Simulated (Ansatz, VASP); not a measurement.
# One calculation of Zn, two programs

```xyz
1
Lattice="0.0000 1.9206 1.9206 1.9206 0.0000 1.9206 1.9206 1.9206 0.0000" Properties=species:S:1:pos:R:3 pbc="T T T"
Zn    0.0000    0.0000    0.0000
```

Alike in both runs: task relaxation of cell and atoms; functional PBEsol; k mesh 24 × 24 × 24; occupations gaussian, width 0.1 eV; no spin polarisation.

|  | VASP | Ansatz |
| --- | --- | --- |
| version | VASP 6.6.1 | Ansatz 0.2.0 |
| potentials or method | VASP PAW PBE potentials, release 64 (Zn), cutoff 600 eV | scalar-relativistic, plane waves, PAW |
| valence electrons in the cell | 12 | 12 |

Ansatz gave:

```
gap on the k mesh at the Fermi level, each at its own relaxed structure (eV) : none
relaxed volume (Å³/atom)                                                     : 14.14
relaxed cell length with the largest relative difference (Å)                 : 2.714
```

Question: What did VASP give for the same quantities?

Answer: gap on the k mesh at the Fermi level, each at its own relaxed structure (eV): none; relaxed volume (Å³/atom): 14.21; relaxed cell length with the largest relative difference (Å): 2.719.

VASP's potentials were made for PBE, not for PBEsol. A gap of «none» marks a metal or a gap that the smearing closes.
